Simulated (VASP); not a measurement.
Wanted: the native input for a VASP 6.6.1 run.

```
Task                   : single point
Functional             : r2SCAN
Potentials or basis    : VASP PAW PBE potentials, release 64 (Al)
Cutoff                 : 520 eV
k mesh                 : 20 × 20 × 20
Occupations            : gaussian, width 0.15 eV
Spin                   : no spin polarisation
Dipole correction      : no
Further INCAR settings : ALGO = Normal; EDIFF = 1e-06; NBANDS = 8
```

Al:

```xyz
1
Lattice="-1.5674 1.5674 1.6151 1.5674 -1.5674 1.6151 1.5674 1.5674 -1.6151" Properties=species:S:1:pos:R:3 pbc="T T T"
Al    0.0000    0.0000    0.0000
```

This cell differs from its parent crystal: strain -0.015 along x and y, +0.015 along z.

One way to write it, as run:

POSCAR

```
Al
1.0
   -1.5673504096      1.5673504096      1.6150869704
    1.5673504096     -1.5673504096      1.6150869704
    1.5673504096      1.5673504096     -1.6150869704
Al
1
Direct
    0.0000000000      0.0000000000      0.0000000000
```

INCAR.step1

```
SYSTEM = Al
ALGO = Normal ; EDIFF = 1E-4
ENCUT = 520 ; GGA = PE
ISMEAR = 0 ; LASPH = .TRUE.
LCHARG = .FALSE. ; LREAL = .FALSE.
LWAVE = .TRUE. ; NBANDS = 8
NELM = 100 ; PREC = Accurate
SIGMA = 0.15
```

INCAR.step2

```
SYSTEM = Al
ALGO = Normal ; EDIFF = 1E-6
ENCUT = 520 ; ISIF = 2
ISMEAR = 0 ; ISTART = 1
LASPH = .TRUE. ; LCHARG = .FALSE.
LMIXTAU = .TRUE. ; LREAL = .FALSE.
LWAVE = .FALSE. ; METAGGA = R2SCAN
NBANDS = 8 ; NELM = 100
PREC = Accurate ; SIGMA = 0.15
```

KPOINTS

```
k-points
0
G
  20 20 20
  0 0 0
```

Potentials or basis: VASP PAW PBE potentials, release 64 (Al).

Launch:

```sh
$ cat potpaw_PBE.64/Al/POTCAR > POTCAR
$ cp INCAR.step1 INCAR
$ mpirun -np 1 vasp_std > vasp.out
$ cp INCAR.step2 INCAR
$ mpirun -np 1 vasp_std > vasp.out
```

It gave:

```json
{"Pressure": "1.4 GPa"}
```

Caveat: the cell differs from its parent crystal (strain -0.015 along x and y, +0.015 along z); the PAW data sets were made with another functional, which shifts forces and pressure a little.

It took 2.6 min on 1 thread of Intel(R) Xeon(R) Platinum 8259CL CPU @ 2.50GHz (Skylake/Cascade Lake), with other jobs on the host, peak memory 0.18 GiB.
